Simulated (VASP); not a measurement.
**InSb: single point with PBEsol**

The system is InSb.

```
In Sb
1.0
     0.00000    3.23910    3.33627
     3.23910    0.00000    3.33627
     3.23910    3.23910    0.00000
In Sb
1 1
Cartesian
  0.0000 0.0000 0.0000
  4.8586 4.8586 5.0044
```

This cell differs from its parent crystal: strain +0.000 along x and y, +0.030 along z.

```
Program                : VASP 6.6.1
Task                   : single point
Functional             : PBEsol
Potentials or basis    : VASP PAW PBE potentials, release 64 (In_d, Sb)
Cutoff                 : 520 eV
k mesh                 : 12 × 12 × 12
Occupations            : gaussian, width 0.15 eV
Spin                   : no spin polarisation
Dipole correction      : no
Further INCAR settings : ALGO = Normal; EDIFF = 1e-06; NBANDS = 16
```

```
Pressure               : -0.4 GPa
Band gap on the k mesh : zero (filled and empty bands touch)
```

Stress tensor (GPa, compression positive):
```
-0.15  0.00  0.00
 0.00 -0.15  0.00
 0.00  0.00 -1.02
```

Levels at points of the mesh, in eV from the Fermi level:
```tsv
k point	band 7	band 8	band 9	band 10	band 11	band 12
(0.00, 0.00, 0.00)	-0.57	-0.24	-0.09	-0.09	2.78	2.78
(0.50, 0.00, 0.00)	-5.66	-1.20	-1.01	0.28	3.57	3.71
(0.50, 0.50, 0.00)	-6.05	-2.22	-2.22	1.27	1.29	7.79
(0.50, 0.00, 0.50)	-5.92	-2.38	-2.36	1.07	1.12	7.73
```

Wall time 4.2 min on 1 thread of Intel Xeon 8259CL (shared host), peak memory 0.34 GiB.

Caveat: the cell differs from its parent crystal (strain +0.000 along x and y, +0.030 along z); semilocal functionals underestimate gaps, so a narrow gap can read as zero; the PAW data sets were made with another functional, which shifts forces and pressure a little; spin-orbit coupling is left out, which moves the levels of the heavy elements.
